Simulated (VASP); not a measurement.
# BaTiO3 (R3m) in VASP: notebook, part 2 of 2

VASP 6.6.1. Earlier steps stand in the parts before.

### Step 3. Electric field gradients, LDA

This run uses another cell than the first one, of 12.84 Å³/atom.

INCAR reads:

```
SYSTEM = BaTiO3
PREC = Accurate
ENCUT = 520
EDIFF = 1E-8
ISMEAR = -1
SIGMA = 0.05
LREAL = .False.
LASPH = .True.
NELM = 100
ALGO = Normal
ISIF = 2
LWAVE = .False.
LCHARG = .False.
GGA = CA
LEFG = .True.
NBANDS = 28
```

KPOINTS reads:

```
Automatic mesh
0
Gamma
  9 9 9
  0 0 0
```

POSCAR reads:

```
BaTiO3
1.0
    2.8276681575      1.6325549719      2.3177316080
   -2.8276681575      1.6325549719      2.3177316080
    0.0000000000     -3.2651099438      2.3177316080
Ba Ti O
1 1 3
Direct
    0.0000000000      0.0000000000      0.0000000000
    0.5140000000      0.5140000000      0.5140000000
    0.4916000000      0.4916000000      0.9815000000
    0.4916000000      0.9815000000      0.4916000000
    0.9815000000      0.4916000000      0.4916000000
```

Potentials or basis: VASP PAW LDA potentials, release 64 (Ba_sv, Ti_sv, O).

Launch:

```console
$ cat potpaw_LDA.64/Ba_sv/POTCAR potpaw_LDA.64/Ti_sv/POTCAR potpaw_LDA.64/O/POTCAR > POTCAR
$ mpirun -np 1 vasp_std > vasp.out
```

OUTCAR:

```text
SYSTEM = BaTiO3
   PREC = Accurate
   ENCUT = 520
   EDIFF = 1E-8
   ISMEAR = -1
   LREAL = .False.
   LASPH = .True.
   NELM = 100
   ISIF = 2
   GGA = CA

 ion  position               nearest neighbor table
   1  0.000  0.000  0.000-   3 2.79   4 2.79   5 2.79   5 2.83   4 2.83   4 2.83   5 2.83   3 2.83
                             3 2.83   3 2.88   4 2.88   5 2.88   2 3.38   2 3.43   2 3.43   2 3.43
   2  0.514  0.514  0.514-   3 1.88   4 1.88   5 1.88   3 2.14   4 2.14   5 2.14   1 3.38   1 3.43
                             1 3.43   1 3.43   1 3.50   1 3.50   1 3.50   1 3.57
   3  0.492  0.492  0.981-   2 1.88   2 2.14   1 2.79   1 2.83   1 2.83   1 2.88
   4  0.492  0.981  0.492-   2 1.88   2 2.14   1 2.79   1 2.83   1 2.83   1 2.88
   5  0.981  0.492  0.492-   2 1.88   2 2.14   1 2.79   1 2.83   1 2.83   1 2.88

  LATTYP: Found a trigonal (rhomboedric) cell.
 ALAT       =     4.0041007420
 COS(alpha) =     0.0025827226

  Lattice vectors:

 A1 = (   2.8276681575,   1.6325549719,   2.3177316080)
 A2 = (  -2.8276681575,   1.6325549719,   2.3177316080)
 A3 = (   0.0000000000,  -3.2651099438,   2.3177316080)

[... 958 lines left out ...]
      1.38527      0.79979      4.55365         0.088055      0.050839     -0.025860
 -----------------------------------------------------------------------------------
    total drift:                               -0.000000      0.000002     -0.001341

  FREE ENERGIE OF THE ION-ELECTRON SYSTEM (eV)
  ---------------------------------------------------
  free  energy   TOTEN  =       -44.1394525003 eV

  energy  without entropy=      -44.1394525002  energy(sigma->0) =      -44.13945250

 Electric field gradients (V/A^2)
---------------------------------------------------------------------
 ion       V_xx      V_yy      V_zz      V_xy      V_xz      V_yz
---------------------------------------------------------------------
   1      -1.710    -1.710     3.419     0.000    -0.000     0.000
   2      -5.567    -5.567    11.134    -0.000    -0.000    -0.000
   3      -9.011     7.092     1.919    -0.000     0.000   -12.467
   4       3.066    -4.985     1.919    -6.973   -10.797     6.233
   5       3.066    -4.985     1.919     6.973    10.797     6.233
---------------------------------------------------------------------

 Electric field gradients after diagonalization (V/A^2)
 (convention: |V_zz| > |V_xx| > |V_yy|)
----------------------------------------------------------------------
 ion       V_xx      V_yy      V_zz     asymmetry (V_yy - V_xx)/ V_zz
----------------------------------------------------------------------
   1      -1.710    -1.710     3.419       0.000
   2      -5.567    -5.567    11.134       0.000
   3      -9.011    -8.227    17.238       0.046
   4      -9.011    -8.227    17.238       0.046
   5      -9.011    -8.227    17.238       0.046
----------------------------------------------------------------------

           NMR quadrupolar parameters

 Cq : quadrupolar parameter    Cq=e*Q*V_zz/h
 eta: asymmetry parameters     (V_yy - V_xx)/ V_zz
 Q  : nuclear electric quadrupole moment in mb (millibarn)
----------------------------------------------------------------------
 ion       Cq(MHz)       eta       Q (mb)
----------------------------------------------------------------------
   1       0.008       0.000       1.000
   2       0.027       0.000       1.000
   3       0.042       0.046       1.000
   4       0.042       0.046       1.000
   5       0.042       0.046       1.000
----------------------------------------------------------------------
```

stdout:

```text
POSCAR found type information on POSCAR BaTiO
 POSCAR found :  3 types and       5 ions
 scaLAPACK will be used
 LDA part: xc-table for (Slater(with rela. corr.)+CA(PZ))
 , standard interpolation
 POSCAR, INCAR and KPOINTS ok, starting setup
 FFT: planning ... GRIDC
 FFT: planning ... GRID_SOFT
 FFT: planning ... GRID
 WAVECAR not read
 entering main loop
ion   1

ion   2

ion   3

ion   4
     0.0000293     0.8296250    -0.9245440    -0.6333187     1.6013572    -0.4789842
     0.0000403     0.8296250    -0.9245440    -0.6333187     1.6013571    -0.4789842
     0.0000555     0.8296250    -0.9245440    -0.6333187     1.6013571    -0.4789842
     0.0000765     0.8296249    -0.9245439    -0.6333187     1.6013570    -0.4789842

     0.0000293     4.7510805    -4.4976339    -1.6994931     7.7901305    -2.7430376
     0.0000403     4.7510795    -4.4976330    -1.6994928     7.7901290    -2.7430370
     0.0000555     4.7510778    -4.4976315    -1.6994924     7.7901263    -2.7430361
     0.0000765     4.7510750    -4.4976289    -1.6994916     7.7901218    -2.7430344

ion   5
     0.0000293    -0.8296250    -0.9245440    -0.6333187    -1.6013572    -0.4789842
     0.0000403    -0.8296250    -0.9245440    -0.6333187    -1.6013571    -0.4789842
     0.0000555    -0.8296250    -0.9245440    -0.6333187    -1.6013571    -0.4789842
     0.0000765    -0.8296249    -0.9245439    -0.6333187    -1.6013570    -0.4789842

     0.0000293    -4.7510805    -4.4976339    -1.6994931    -7.7901305    -2.7430376
     0.0000403    -4.7510795    -4.4976330    -1.6994928    -7.7901290    -2.7430370
     0.0000555    -4.7510778    -4.4976315    -1.6994924    -7.7901263    -2.7430361
     0.0000765    -4.7510750    -4.4976289    -1.6994916    -7.7901218    -2.7430344
```

Wall time 2.3 min (1 thread of Intel Xeon Platinum 8259CL at 2.50GHz (Skylake/Cascade Lake), shared host); peak memory 0.26 GiB.

What came out:

| Property | Result |
| --- | --- |
| Free energy | -44.1395 eV |
| Pressure | -3.9 GPa |
| Largest force | 0.105 eV/Å |
| Band gap on the k mesh | 2.30 eV (least direct gap 2.65 eV) |
| Largest electric field gradient by atom | Ba +3.4; Ti +11.1; O +17.2 V/Å² |

Forces on the atoms (eV/Å):
```
Ba   0.000  0.000  0.101
Ti   0.000  0.000 -0.023
O    0.000 -0.102 -0.026
O   -0.088  0.051 -0.026
O    0.088  0.051 -0.026
```

Levels at points of the mesh, in eV from the valence-band top:
| k point | band 16 | band 17 | band 18 | band 19 | band 20 | band 21 | band 22 | band 23 | band 24 | band 25 |
| --- | --- | --- | --- | --- | --- | --- | --- | --- | --- | --- |
| (0.00, 0.00, 0.00) | -1.29 | -1.05 | -0.49 | -0.35 | -0.35 | 2.30 | 2.30 | 2.44 | 4.52 | 4.52 |

Electric field gradients, principal values (V/Å²):
```
atom   least  middle  greatest (by size)
1 Ba  -1.710  -1.710               3.419
2 Ti  -5.567  -5.567              11.134
 3 O  -8.227  -9.011              17.238
 4 O  -8.227  -9.011              17.238
 5 O  -8.227  -9.011              17.238
```

Caveat: the cell stands under tension; without QUAD_EFG the Cq values of the log hold for a quadrupole moment of 1 mb, not for the nuclei; spin-orbit coupling is left out, which moves the levels of the heavy elements; an odd mesh through Γ misses points on the zone boundary, where band edges can lie. Expect the measured gap to be larger: semilocal functionals such as LDA lack the derivative discontinuity.

### Step 4. Single point, LDA

This run uses another cell than the first one, of 12.84 Å³/atom.

POSCAR is that of step 3.

INCAR.step1 reads:

```
PREC = Accurate
ENCUT = 520
EDIFF = 1E-6
ISMEAR = -1
SIGMA = 0.05
LREAL = False
LASPH = True
NELM = 60
ALGO = Normal
ISIF = 2
LWAVE = False
LCHARG = True
LMAXMIX = 4
NBANDS = 28
```

KPOINTS.step1 reads:

```
Automatic mesh
0
Gamma
  9 9 9
```

INCAR.step2 reads:

```
PREC = Accurate
ENCUT = 520
EDIFF = 1E-6
ISMEAR = -5
SIGMA = 0.05
LREAL = False
LASPH = True
NELM = 60
ALGO = Normal
ISIF = 2
LWAVE = False
LCHARG = False
LMAXMIX = 4
LORBIT = 10
NBANDS = 28
NEDOS = 2001
ICHARG = 11
```

KPOINTS.step2 reads:

```
Automatic mesh
0
Gamma
  14 14 14
```

Launch:

```console
$ cat potpaw_LDA.64/Ba_sv/POTCAR potpaw_LDA.64/Ti_sv/POTCAR potpaw_LDA.64/O/POTCAR > POTCAR
$ cp INCAR.step1 INCAR
$ cp KPOINTS.step1 KPOINTS
$ mpirun -np 1 vasp_std > vasp.out
$ cp INCAR.step2 INCAR
$ cp KPOINTS.step2 KPOINTS
$ mpirun -np 1 vasp_std > vasp.out
```

Wall time 5.3 min (1 thread of Intel Xeon Platinum 8259CL at 2.50GHz (Skylake/Cascade Lake), shared host); peak memory 0.54 GiB.

Results (log left out):

```yaml
Valence_electrons_inside_the_program's_atomic_spheres: Ba 7.98; Ti 10.33; O 5.00
```

Levels at points of the mesh, in eV from the valence-band top:
```csv
k point,band 16,band 17,band 18,band 19,band 20,band 21,band 22,band 23,band 24,band 25
"(0.00, 0.00, 0.00)",-1.32,-1.09,-0.53,-0.38,-0.38,2.26,2.26,2.40,4.48,4.48
"(0.50, 0.00, 0.00)",-2.14,-1.72,-1.66,-0.96,-0.83,2.44,3.75,3.83,4.45,6.17
"(0.50, 0.50, 0.00)",-2.77,-1.64,-0.89,-0.85,-0.09,3.82,3.82,4.15,5.07,7.78
"(0.50, 0.50, 0.50)",-2.40,-2.36,-0.02,-0.02,0.00,4.32,4.45,4.45,6.56,6.56
```

Caveat: spin-orbit coupling is left out, which moves the levels of the heavy elements.

### Step 5. Electric field gradients, LDA (12.33 Å³/atom)

This run uses another cell than the first one, of 12.33 Å³/atom.

INCAR reads:

```
SYSTEM = BaTiO3
  PREC = Accurate
  ENCUT = 520
  EDIFF = 1E-8
  ISMEAR = -1
  SIGMA = 0.05
  LREAL = .FALSE.
  LASPH = .TRUE.
  NELM = 80
  ALGO = Normal
  ISIF = 2
  LWAVE = .FALSE.
  LCHARG = .FALSE.
  LEFG = .TRUE.
  NBANDS = 28
```

KPOINTS reads:

```
regular mesh
0
G
  9 9 9
  0 0 0
```

POSCAR, as its differences from that of step 4:

```diff
@@ -2,5 +2,5 @@
 1.0
-    2.8276681575      1.6325549719      2.3177316080
-   -2.8276681575      1.6325549719      2.3177316080
-    0.0000000000     -3.2651099438      2.3177316080
+    2.7894517409      1.6104907135      2.2864070707
+   -2.7894517409      1.6104907135      2.2864070707
+    0.0000000000     -3.2209814270      2.2864070707
 Ba Ti O
```

Potentials or basis: VASP PAW LDA potentials, release 64 (Ba_sv, Ti_sv, O).

Launch:

```console
$ cat potpaw_LDA.64/Ba_sv/POTCAR potpaw_LDA.64/Ti_sv/POTCAR potpaw_LDA.64/O/POTCAR > POTCAR
$ mpirun -np 1 vasp_std > vasp.out
```

OUTCAR:

```text
SYSTEM = BaTiO3
   PREC = Accurate
   ENCUT = 520
   EDIFF = 1E-8
   ISMEAR = -1
   LREAL = .FALSE.
   LASPH = .TRUE.
   NELM = 80
   ISIF = 2

 ion  position               nearest neighbor table
   1  0.000  0.000  0.000-   3 2.75   4 2.75   5 2.75   5 2.79   4 2.79   4 2.79   5 2.79   3 2.79
                             3 2.79   3 2.84   4 2.84   5 2.84   2 3.33   2 3.39   2 3.39   2 3.39
   2  0.514  0.514  0.514-   3 1.85   4 1.85   5 1.85   3 2.11   4 2.11   5 2.11   1 3.33   1 3.39
                             1 3.39   1 3.39   1 3.45   1 3.45   1 3.45   1 3.53
   3  0.492  0.492  0.981-   2 1.85   2 2.11   1 2.75   1 2.79   1 2.79   1 2.84
   4  0.492  0.981  0.492-   2 1.85   2 2.11   1 2.75   1 2.79   1 2.79   1 2.84
   5  0.981  0.492  0.492-   2 1.85   2 2.11   1 2.75   1 2.79   1 2.79   1 2.84

[... 984 lines left out ...]
   3      -7.301     5.164     2.138    -0.000    -0.000   -10.295
   4       2.047    -4.185     2.138    -5.397    -8.915     5.147
   5       2.047    -4.185     2.138     5.397     8.915     5.147
---------------------------------------------------------------------

 Electric field gradients after diagonalization (V/A^2)
 (convention: |V_zz| > |V_xx| > |V_yy|)
----------------------------------------------------------------------
 ion       V_xx      V_yy      V_zz     asymmetry (V_yy - V_xx)/ V_zz
----------------------------------------------------------------------
   1      -1.799    -1.799     3.598       0.000
   2      -5.732    -5.732    11.464       0.000
   3      -7.301    -6.754    14.056       0.039
   4      -7.301    -6.754    14.056       0.039
   5      -7.301    -6.754    14.056       0.039
----------------------------------------------------------------------

           NMR quadrupolar parameters

 Cq : quadrupolar parameter    Cq=e*Q*V_zz/h
 eta: asymmetry parameters     (V_yy - V_xx)/ V_zz
 Q  : nuclear electric quadrupole moment in mb (millibarn)
----------------------------------------------------------------------
 ion       Cq(MHz)       eta       Q (mb)
----------------------------------------------------------------------
   1       0.009       0.000       1.000
   2       0.028       0.000       1.000
   3       0.034       0.039       1.000
   4       0.034       0.039       1.000
   5       0.034       0.039       1.000
----------------------------------------------------------------------
```

It took 3.6 min on 1 thread of Intel Xeon 8259CL, shared host; peak memory 0.26 GiB.

What came out:

| Item | Value |
| --- | --- |
| Free energy | -44.1405 eV |
| Pressure | 3.7 GPa |
| Largest force | 0.472 eV/Å |
| Band gap on the k mesh | 2.40 eV (least direct gap 2.71 eV) |
| Largest electric field gradient by atom | Ba +3.6; Ti +11.5; O +14.1 V/Å² |

Forces on the atoms (eV/Å):
```
Ba   0.000  0.000  0.086
Ti   0.000  0.000 -0.472
O    0.000 -0.387  0.129
O   -0.335  0.194  0.129
O    0.335  0.194  0.129
```

Electric field gradients, principal values (V/Å²):
```
atom   least  middle  greatest (by size)
1 Ba  -1.799  -1.799               3.598
2 Ti  -5.732  -5.732              11.464
 3 O  -6.754  -7.301              14.056
 4 O  -6.754  -7.301              14.056
 5 O  -6.754  -7.301              14.056
```

Caveat: the cell stands under pressure; without QUAD_EFG the Cq values of the log hold for a quadrupole moment of 1 mb, not for the nuclei; spin-orbit coupling is left out, which moves the levels of the heavy elements; an odd mesh through Γ misses points on the zone boundary, where band edges can lie.

### Step 6. Summary

```csv
task,cell,k mesh for the DOS,occupations for the DOS,gap on the mesh (eV),pressure (GPa),largest force (eV/Å)
electric field gradients,"a = 4.045 Å, angles 88.7°, 5 atoms",-,-,2.21,-8.3,0.38
electric field gradients,"a = 4.004 Å, angles 89.9°, 5 atoms",-,-,2.30,-3.9,0.10
single point,"a = 4.004 Å, angles 89.9°, 5 atoms",14 × 14 × 14,tetrahedron,-,-,-
electric field gradients,"a = 3.950 Å, angles 89.9°, 5 atoms",-,-,2.40,3.7,0.47
```

Alike in all rows: level LDA; potentials or basis VASP PAW LDA potentials, release 64 (Ba_sv, Ti_sv, O); no spin polarisation; k mesh 9 × 9 × 9; cutoff (eV) 520; smearing fermi-dirac 0.05 eV.

Caveats: spin-orbit coupling is left out, which moves the levels of the heavy elements; an odd mesh through Γ misses points on the zone boundary, where band edges can lie (at least some runs); the cell stands under tension (at least some runs); the cell stands under pressure (at least some runs).

Absolute energies hang on the potentials; compare differences alone.
